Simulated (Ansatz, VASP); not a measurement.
## Two plane-wave programs on Nb

```
Nb
1.0
     0.00000    2.04316    2.04316
     2.04316    0.00000    2.04316
     2.04316    2.04316    0.00000
Nb
1
Cartesian
  0.0000 0.0000 0.0000
```

Alike in both runs: task single point; functional LDA; k mesh 15 × 15 × 15; occupations fermi-dirac, width 0.1 eV; no spin polarisation.

```csv
,VASP,Ansatz
version,VASP 6.6.1,Ansatz 0.2.0
potentials or method,"VASP PAW LDA potentials, release 64 (Nb_sv), cutoff 520 eV","plane waves (420 eV) with PAW, scalar-relativistic"
valence electrons in the cell,13,13
```

Ansatz gave:

| Property | Result |
| --- | --- |
| pressure (GPa) | 7.5 |

Task: What did VASP give for the same quantities?

Result: Pressure (GPa): 7.3.

Ansatz warns that its potentials were made for another functional, while VASP's fit it. LDA's correlation is that of Perdew and Zunger in VASP and of Perdew and Wang (1992) in Ansatz.
